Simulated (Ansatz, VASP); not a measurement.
## One calculation of Hf3H4C2, two programs

```
Hf H C
1.0
     5.81024    0.00000    0.00000
    -2.90512    5.03182    0.00000
     0.00000    0.00000    3.20774
Hf H C
3 4 2
Direct
  0.98809 0.62564 0.50000
  0.37436 0.36245 0.50000
  0.63755 0.01191 0.50000
  0.79076 0.96556 0.00000
  0.03444 0.82521 0.00000
  0.17479 0.20924 0.00000
  0.33333 0.66667 0.00000
  0.00000 0.00000 0.50000
  0.66667 0.33333 0.00000
```

Change from the starting cell: species swapped into the Tm3In4Co2 type (P-6, No. 174).

Alike in both runs: functional PBE; k mesh 3 × 3 × 6; occupations gaussian, width 0.1 eV; no spin polarisation.

Ansatz relaxed the structure, and its values are those at the end. VASP's run is a single point on that final structure, the one shown.

```csv
,VASP,Ansatz
version,VASP 6.6.1,Ansatz 0.2.0
potentials or method,"VASP PAW PBE potentials, release 64 (Hf_pv, H, C), cutoff 520 eV","scalar-relativistic, plane waves, PAW"
valence electrons in the cell,42,90
```

Ansatz gave:

```
gap on the k mesh at the Fermi level (eV) : 0.17
least direct gap on the mesh (eV)         : 0.49
pressure (GPa)                            : -0.1
rms of the force components (eV/Å)        : 0.007
```

Task: Estimate VASP's values.

Result: gap on the k mesh at the Fermi level (eV): 0.16; least direct gap on the mesh (eV): 0.49; pressure (GPa): -0.5; rms of the force components (eV/Å): 0.007.

VASP's potentials hold 42 valence electrons a cell and Ansatz's 90, so a difference there can come from the potentials and not from the codes.

Neither program's run includes spin-orbit coupling.
